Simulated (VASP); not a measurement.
# TiO2 (P1) in VASP: single point with PBE

Aim: the single point of TiO2 with PBE.

Program: VASP 6.6.1. These are calculated values, not measurements. Logs are shortened: lines on timing, memory, paths and dates and some standing lists are left out, and cuts for length are marked.

## 1. The cell of the first run

The typed cell holds 24 atoms: a = 4.597 Å, b = 9.194 Å, c = 5.907 Å, α = 90.00°, β = 90.00°, γ = 90.00°.

## 2. Single point, PBE

File INCAR:

```
SYSTEM = TiO2
  PREC = Accurate
  ENCUT = 520
  EDIFF = 1E-6
  ISMEAR = -1
  SIGMA = 0.02
  LREAL = Auto
  LASPH = .True.
  NELM = 100
  ALGO = Normal
  ISIF = 2
  LWAVE = .False.
  LCHARG = .False.
  GGA = PE
  NBANDS = 114
```

File KPOINTS:

```
Automatic mesh
0
Gamma
  4 2 2
  0 0 0
```

File POSCAR:

```
TiO2
1.0
    4.5968460062      0.0000000000      0.0000000000
    0.0000000000      9.1936920124      0.0000000000
    0.0000000000      0.0000000000      5.9070030029
Ti O
8 16
Direct
    0.0126732546     -0.0008245871      0.0153065776
    0.5049919003      0.2513510347      0.2593321858
   -0.0004670594     -0.0039033285      0.5104168727
    0.5047193221      0.2464165644      0.7554494213
    0.0105855188      0.4969530189     -0.0252239587
    0.5071797047      0.7516153457      0.2620152723
   -0.0003099952      0.5080958764      0.4807796777
    0.5007300651      0.7459408028      0.7634749801
    0.2850874270      0.1586213676      0.0000440156
    0.1971893335      0.4122164409      0.2473254202
    0.6722430979      0.3513775527     -0.0045595034
    0.7879221960      0.0885757320      0.2458143325
    0.3003977071      0.1544966917      0.4965006787
    0.1989474955      0.4053867581      0.7351172833
    0.7010260939      0.3485487654      0.4965030488
    0.7870052630      0.0958482184      0.7445753791
    0.3019204903      0.6509133645      0.0006111390
    0.1965454137      0.9018904471      0.2441122849
    0.6905399911      0.8462765546      0.0004308445
    0.7784104569      0.5984869835      0.2461666262
    0.2803711498      0.6629522712      0.4949020677
    0.2033585634      0.9028637232      0.7386950706
    0.7044736751      0.8408186819      0.5021060593
    0.7945795868      0.5937570013      0.7471783911
```

Potentials or basis: VASP PAW PBE potentials, release 64 (Ti_sv, O).

Command:

```bash
$ cat potpaw_PBE.64/Ti_sv/POTCAR potpaw_PBE.64/O/POTCAR > POTCAR
$ mpirun -np 1 vasp_std > vasp.out
```

OUTCAR:

```text
SYSTEM = TiO2
   PREC = Accurate
   ENCUT = 520
   EDIFF = 1E-6
   ISMEAR = -1
   LREAL = Auto
   LASPH = .True.
   NELM = 100
   ISIF = 2
   GGA = PE

 ion  position               nearest neighbor table
   1  0.013  0.999  0.015-  18 1.83  12 1.90   9 1.93  19 2.04  22 2.05  16 2.10
   2  0.505  0.251  0.259-  15 1.89  13 1.91  11 1.97  12 1.98   9 2.02  10 2.05
   3  1.000  0.996  0.510-  22 1.85  16 1.93  23 1.97  13 2.01  18 2.01  12 2.03
   4  0.505  0.246  0.755-  11 1.88  16 1.90   9 1.94  13 1.98  15 2.01  14 2.03
   5  0.011  0.497  0.975-  14 1.86  24 1.89  17 1.95  10 1.98  11 2.06  20 2.14   7 2.92
   6  0.507  0.752  0.262-  23 1.87  20 1.88  21 1.91  19 1.96  18 1.99  17 2.03
   7  1.000  0.508  0.481-  10 1.87  20 1.91  21 1.92  24 2.00  14 2.00  15 2.01   5 2.92
   8  0.501  0.746  0.763-  17 1.89  19 1.89  24 1.95  22 1.99  23 2.01  21 2.03
   9  0.285  0.159  0.000-   1 1.93   4 1.94   2 2.02
  10  0.197  0.412  0.247-   7 1.87   5 1.98   2 2.05
  11  0.672  0.351  0.995-   4 1.88   2 1.97   5 2.06
  12  0.788  0.089  0.246-   1 1.90   2 1.98   3 2.03
  13  0.300  0.154  0.497-   2 1.91   4 1.98   3 2.01
  14  0.199  0.405  0.735-   5 1.86   7 2.00   4 2.03
[... 8 lines left out ...]
  23  0.704  0.841  0.502-   6 1.87   3 1.97   8 2.01
  24  0.795  0.594  0.747-   5 1.89   8 1.95   7 2.00

  LATTYP: Found a simple orthorhombic cell.
 ALAT       =     4.5968460062
 B/A-ratio  =     1.2850121572
 C/A-ratio  =     2.0000000000

  Lattice vectors:

 A1 = (  -4.5968460062,   0.0000000000,   0.0000000000)
 A2 = (   0.0000000000,   0.0000000000,   5.9070030029)
 A3 = (   0.0000000000,   9.1936920124,   0.0000000000)

Analysis of symmetry for initial positions (statically):
=====================================================================
 Subroutine PRICEL returns:
 Original cell was already a primitive cell.

 Routine SETGRP: Setting up the symmetry group for a
 simple orthorhombic supercell.

 Subroutine GETGRP returns: Found  1 space group operations
 (whereof  1 operations were pure point group operations)
 out of a pool of  8 trial point group operations.

The static configuration has the point symmetry C_1 .

Analysis of symmetry for dynamics (positions and initial velocities):
=====================================================================
 Subroutine PRICEL returns:
 Original cell was already a primitive cell.

 Routine SETGRP: Setting up the symmetry group for a
 simple orthorhombic supercell.

 Subroutine GETGRP returns: Found  1 space group operations
 (whereof  1 operations were pure point group operations)
[... 139 lines left out ...]
   ISIF   =      2    stress and relaxation
   ISYM   =      2    0-nonsym 1-usesym 2-fastsym
   POTIM  = 0.5000    time-step for ionic-motion
   TEBEG  =    0.0;   TEEND  =   0.0 temperature during run
   PSTRESS=    0.0 pullay stress
   NELECT =     192.0000    total number of electrons
   NUPDOWN=      -1.0000    fix difference up-down
   EMIN   =  10.00;   EMAX   =-10.00  energy-range for DOS
   EFERMI =   0.00;   METHOD = LEGACY
   ISMEAR =    -1;   SIGMA  =   0.02  broadening in eV -4-tet -1-fermi 0-gaus
   EFERMI_NEDOS =   21; number of points for ismear=-14 and -15
   IALGO  =     38    algorithm
   IMIX   =      4    mixing-type and parameters
     AMIX     =   0.40;   BMIX     =  1.00
     AMIX_MAG =   1.60;   BMIX_MAG =  1.00
  volume/ion in A,a.u.               =      10.40        70.19
  Fermi-wavevector in a.u.,A,eV,Ry     =   1.499925  2.834447 30.610047  2.249775
  Thomas-Fermi vector in A             =   2.611492
   LORBIT       =      0    0 simple, 1 ext, 2 COOP (PROOUT), +10 PAW based schemes
   GGA     = PE    functional components
   LHFCALC =     F    Hartree Fock is set to
   AEXX    =    0.0000 exact exchange contribution
   IVDW    =     0    specifies the selected vdW correction
   LEPSILON=     F    determine dielectric tensor
   LRPA    =     F    only Hartree local field effects (RPA)
 non-spin polarized calculation
  energy-cutoff  :      520.00
  volume of cell :      249.64
 maximum number of plane-waves:      6780
 NGX is ok and might be reduce to    36
   NGX = 17   NGY = 35   NGZ = 21

 number of electron     192.0000008 magnetization

 Free energy of the ion-electron system (eV)
  ---------------------------------------------------
  ext. energy  EPLUGINS =         0.00000000
  ---------------------------------------------------
  free energy    TOTEN  =      -214.19737929 eV

  energy without entropy =     -214.19737929  energy(sigma->0) =     -214.19737929

 E-fermi :   5.3582     XC(G=0): -11.4098

 val. band max:        4.8377780108   @ k =   0.0000   0.0000   0.0000
 cond. band min:       6.7910751463   @ k =   0.0000   0.0000   0.0000
 fundamental gap:      1.9532971355
 Fermi energy:         5.3581733077

 k-point     1 :       0.0000    0.0000    0.0000
  band No.  band energies     occupation
      1     -52.0747      2.00000
      2     -52.0364      2.00000
      3     -52.0265      2.00000
      4     -52.0115      2.00000
      5     -52.0042      2.00000
      6     -51.9437      2.00000
[... 1321 lines left out ...]
    107       7.8778      0.00000
    108       7.9059      0.00000
 [bands above 108 left out]

------------------------ aborting loop because EDIFF is reached ----------------------------------------

  FORCE on cell =-STRESS in cart. coord.  units (eV):
  Direction    XX          YY          ZZ          XY          YZ          ZX
  --------------------------------------------------------------------------------------
  -------------------------------------------------------------------------------------
  Total        9.2364305     11.6069139     12.2532064     -1.1048763     -0.4989871      0.8490490
  in kB       59.2785607     74.4921049     78.6399512     -7.0909944     -3.2024530      5.4491182
  external PRESSURE =      70.8035389 kB  Pullay stress =       0.0000000 kB

 VOLUME and BASIS-vectors are now :
 -----------------------------------------------------------------------------
  energy-cutoff  :      520.00
  volume of cell :      249.64
      direct lattice vectors                 reciprocal lattice vectors
     4.596846006  0.000000000  0.000000000     0.217540461  0.000000000  0.000000000
     0.000000000  9.193692012  0.000000000     0.000000000  0.108770231  0.000000000
     0.000000000  0.000000000  5.907003003     0.000000000  0.000000000  0.169290586

 POSITION                                       TOTAL-FORCE (eV/Angst)
 -----------------------------------------------------------------------------------
      0.05826      9.18611      0.09042        -0.508834      0.302810     -0.599918
      2.32137      2.31084      1.53188        -0.039709      0.209307      0.053805
      4.59470      9.15781      3.01503        -0.172728      0.449483      0.153859
      2.32012      2.26548      4.46244        -0.084801      0.040207     -0.185599
      0.04866      4.56883      5.75801        -0.060455     -0.192736      0.615266
      2.33143      6.91012      1.54773         0.158855     -0.349051     -0.281333
[... 16 lines left out ...]
      3.23836      7.73023      2.96594         0.115250      0.386074      0.120283
      3.65256      5.45882      4.41358        -0.130104      0.284681      0.086942
 -----------------------------------------------------------------------------------
    total drift:                               -0.007837      0.008467     -0.035924

  FREE ENERGIE OF THE ION-ELECTRON SYSTEM (eV)
  ---------------------------------------------------
  free  energy   TOTEN  =      -214.1973792903 eV

  energy  without entropy=     -214.1973792903  energy(sigma->0) =     -214.19737929
```

OSZICAR:

```text
N       E                     dE             d eps       ncg     rms          rms(c)
DAV:   1     0.325165633083E+04    0.32517E+04   -0.93130E+04  2736   0.202E+03
DAV:   2     0.482530740605E+03   -0.27691E+04   -0.26545E+04  2736   0.638E+02
DAV:   3    -0.217362558193E+03   -0.69989E+03   -0.67349E+03  3312   0.272E+02
DAV:   4    -0.278871099158E+03   -0.61509E+02   -0.61268E+02  3720   0.895E+01
DAV:   5    -0.283300672901E+03   -0.44296E+01   -0.44278E+01  4318   0.197E+01    0.638E+01
DAV:   6    -0.216026810206E+03    0.67274E+02   -0.45887E+02  3784   0.104E+02    0.249E+01
DAV:   7    -0.214830487219E+03    0.11963E+01   -0.72176E+01  3836   0.340E+01    0.155E+01
DAV:   8    -0.215306405787E+03   -0.47592E+00   -0.21082E+01  3862   0.227E+01    0.998E+00
DAV:   9    -0.214179776692E+03    0.11266E+01   -0.10091E+01  3802   0.147E+01    0.251E+00
DAV:  10    -0.214218531961E+03   -0.38755E-01   -0.56112E-01  4088   0.437E+00    0.204E+00
DAV:  11    -0.214200271002E+03    0.18261E-01   -0.42650E-01  3832   0.273E+00    0.551E-01
DAV:  12    -0.214197195381E+03    0.30756E-02   -0.45496E-02  3944   0.899E-01    0.155E-01
DAV:  13    -0.214197457038E+03   -0.26166E-03   -0.25764E-03  3936   0.243E-01    0.985E-02
DAV:  14    -0.214197398198E+03    0.58840E-04   -0.56703E-04  3832   0.121E-01    0.466E-02
DAV:  15    -0.214197383472E+03    0.14726E-04   -0.13968E-04  3800   0.634E-02    0.186E-02
DAV:  16    -0.214197383198E+03    0.27407E-06   -0.51075E-05  4032   0.373E-02    0.185E-02
DAV:  17    -0.214197379255E+03    0.39429E-05   -0.38150E-05  3760   0.255E-02    0.538E-03
DAV:  18    -0.214197379290E+03   -0.35558E-07   -0.39043E-06  2672   0.988E-03
   1 F= -.21419738E+03 E0= -.21419738E+03  d E =-.338403E-12
```

It took 12 min on 1 thread of Oxide Virtual Turin-like, shared host; peak memory 0.41 GiB.

Results:

* Free energy: -214.1974 eV
* Pressure: 7.1 GPa
* Largest force: 1.066 eV/Å
* Band gap on the k mesh: 1.95 eV

Forces in eV/Å, atoms in the order of the input:
```
Ti  -0.509  0.303 -0.600
Ti  -0.040  0.209  0.054
Ti  -0.173  0.449  0.154
Ti  -0.085  0.040 -0.186
Ti  -0.060 -0.193  0.615
Ti   0.159 -0.349 -0.281
Ti  -0.172 -0.099 -0.333
Ti   0.011  0.081  0.005
O   -0.051 -0.325 -0.095
O   -0.042 -0.546 -0.229
O    1.048  0.086  0.174
O    0.102  0.486 -0.055
O   -0.451 -0.159 -0.199
O   -0.323  0.115  0.372
O   -0.341 -0.366 -0.089
O    0.556 -0.330  0.016
O   -0.513 -0.010 -0.332
O   -0.039  0.248  0.286
O    0.270  0.167 -0.390
O    0.718 -0.450 -0.121
O    0.201 -0.263  0.349
O   -0.252  0.235  0.675
O    0.115  0.386  0.120
O   -0.130  0.285  0.087
```

Levels at points of the mesh, in eV from the valence-band top:
```tsv
k point	band 94	band 95	band 96	band 97	band 98	band 99
(0.00, 0.00, 0.00)	-0.56	-0.51	0.00	1.95	1.99	2.03
(0.50, 0.00, 0.00)	-0.69	-0.65	-0.62	2.00	2.01	2.05
(0.00, 0.50, 0.00)	-0.79	-0.29	-0.24	2.17	2.24	2.37
(0.50, 0.50, 0.00)	-0.89	-0.86	-0.81	2.11	2.18	2.27
(0.00, 0.00, 0.50)	-0.78	-0.52	-0.45	2.25	2.30	2.46
(0.50, 0.00, 0.50)	-0.83	-0.81	-0.73	2.51	2.55	2.55
(0.00, 0.50, 0.50)	-0.57	-0.54	-0.46	2.19	2.23	2.28
(0.50, 0.50, 0.50)	-0.99	-0.94	-0.91	2.54	2.57	2.61
```

Caveat: the k points lie up to 0.53 Å⁻¹ apart; the atoms stand as in a frame of molecular dynamics; forces of over 1 eV/Å act on the atoms, so gaps and moduli don't describe the material at rest.
